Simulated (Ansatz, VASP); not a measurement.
# Two plane-wave programs on GaP

File POSCAR:

```
GaP
1.0
    0.0000000000      2.7253992947      2.7253992947
    2.7253992947      0.0000000000      2.7253992947
    2.7253992947      2.7253992947      0.0000000000
Ga P
1 1
Direct
    0.0000000000      0.0000000000      0.0000000000
    0.2500000000      0.2500000000      0.2500000000
```

The input INCAR.step1:

```
  PREC = Accurate
  ENCUT = 520
  EDIFF = 1E-5
  ISMEAR = 0
  SIGMA = 0.01
  LREAL = F
  LASPH = T
  NELM = 100
  ALGO = Normal
  ISIF = 2
  LWAVE = T
  LCHARG = F
  NBANDS = 16
  GGA = PE
```

Contents of INCAR.step2:

```
  PREC = Accurate
  ENCUT = 520
  EDIFF = 1E-7
  ISMEAR = 0
  SIGMA = 0.01
  LREAL = F
  LASPH = T
  NELM = 100
  ALGO = Normal
  ISIF = 2
  LWAVE = F
  LCHARG = F
  GGA = PE
  LHFCALC = T
  AEXX = 1.0
  ALDAC = 0.0
  AGGAC = 0.0
  PRECFOCK = Normal
  NBANDS = 16
  ISTART = 1
```

The input KPOINTS:

```
regular mesh
0
Gamma
  6 6 6
```

Input for Ansatz:

```yaml
crystal:
  lattice:
    - [0.0, 2.7253992947, 2.7253992947]
    - [2.7253992947, 0.0, 2.7253992947]
    - [2.7253992947, 2.7253992947, 0.0]
  atoms:
    - { symbol: Ga, position: [0.0, 0.0, 0.0] }
    - { symbol: P, position: [0.25, 0.25, 0.25] }
kpoints:
  mp_grid: { grid: [6, 6, 6] }
  band_path:
    path:
      - [0.0, 0.0, 0.0]
      - [-0.5, -0.5, 0.0]
      - [-0.375, -0.375, 0.25]
      - [-0.375, 0.0, 0.375]
      - [0.0, 0.0, 0.5]
      - [-0.5, -0.25, 0.25]
      - [0.0, 0.424479, 0.424479]
    npoints: 1
hamiltonian:
  xc: hf
scf:
  occupations: { method: fixed }
  n_extra_bands: 4
output:
  forces: true
  stress: true
  eigenvalues: true
  write_density: true
  write_potential: true
  elf: true
  volumetric_format: npy
```

Alike in both runs: task single point; functional HF; k mesh 6 × 6 × 6; no spin polarisation.

|  | VASP | Ansatz |
| --- | --- | --- |
| version | VASP 6.6.1 | Ansatz 0.2.0 |
| potentials or method | VASP PAW PBE potentials, release 64 (Ga_d, P) | plane waves, PAW |
| plane-wave cutoff (eV) | 520 | 420 |
| occupations | gaussian, width 0.01 eV | fixed |
| valence electrons in the cell | 18 | 18 |

```tsv
	VASP	Ansatz	Ansatz less VASP
gap on the k mesh at the Fermi level (eV)	7.67	7.60	-0.068
pressure (GPa)	5.1	5.5	+0.47
```

VASP's potentials were made for PBE, not for HF. Ansatz's warnings: stress exchange threshold loose, stress scf threshold loose.
